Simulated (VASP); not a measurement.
Runs of VASP 6.6.1 on Ir. The structure is that of space group Im-3m (No. 229), or close to it. The cells are those of the table. 

| cell | gap on the mesh (eV) | pressure (GPa) |
| --- | --- | --- |
| a = 2.702, b = 2.702, c = 3.135 Å, angles 54.6, 54.6, 70.9°, 1 atom | none | -2.5 |
| a = 2.663, b = 2.663, c = 3.140 Å, angles 53.9, 53.9, 72.2°, 1 atom | none | 12.0 |
| a = 2.689, b = 2.689, c = 3.066 Å, angles 55.3, 55.3, 69.5°, 1 atom | none | 1.7 |
| a = 2.602, b = 2.602, c = 3.019 Å, angles 54.6, 54.6, 70.9°, 1 atom | none | 42.2 |
| a = 2.730, b = 2.730, c = 3.166 Å, angles 54.6, 54.6, 70.9°, 1 atom | none | (a) |
| a = 2.660, b = 2.660, c = 3.086 Å, angles 54.6, 54.6, 70.9°, 1 atom | none | 13.2 |
| a = 2.647, b = 2.647, c = 3.017 Å, angles 55.3, 55.3, 69.5°, 1 atom | none | 18.9 |
| a = 2.732, b = 2.732, c = 3.221 Å, angles 53.9, 53.9, 72.2°, 1 atom | none | (b) |
| a = 2.605, b = 2.605, c = 3.071 Å, angles 53.9, 53.9, 72.2°, 1 atom | none | 40.9 |
| a = 2.717, b = 2.717, c = 3.097 Å, angles 55.3, 55.3, 69.5°, 1 atom | none | (c) |
| a = 2.691, b = 2.691, c = 3.173 Å, angles 53.9, 53.9, 72.2°, 1 atom | none | 1.1 |
| a = 2.718, b = 2.718, c = 3.205 Å, angles 53.9, 53.9, 72.2°, 1 atom | none | -7.9 |

Alike in all rows: task single point; level PBE; potentials or basis VASP PAW PBE potentials, release 64 (Ir); no spin polarisation; k mesh 22 × 22 × 22; cutoff (eV) 520; smearing gaussian 0.15 eV.

Question: Fill in the values left out.

Answer: (a) -10.7; (b) -11.8; (c) -7.3.

Caveats: spin-orbit coupling is left out, which moves the levels of the heavy elements; the cell stands under pressure (at least some runs); the cell stands under tension (at least some runs).

A k mesh can miss the band edges, and the runs leave out spin-orbit coupling on Ir.

A gap of «none» marks levels without a gap at the run's occupations.
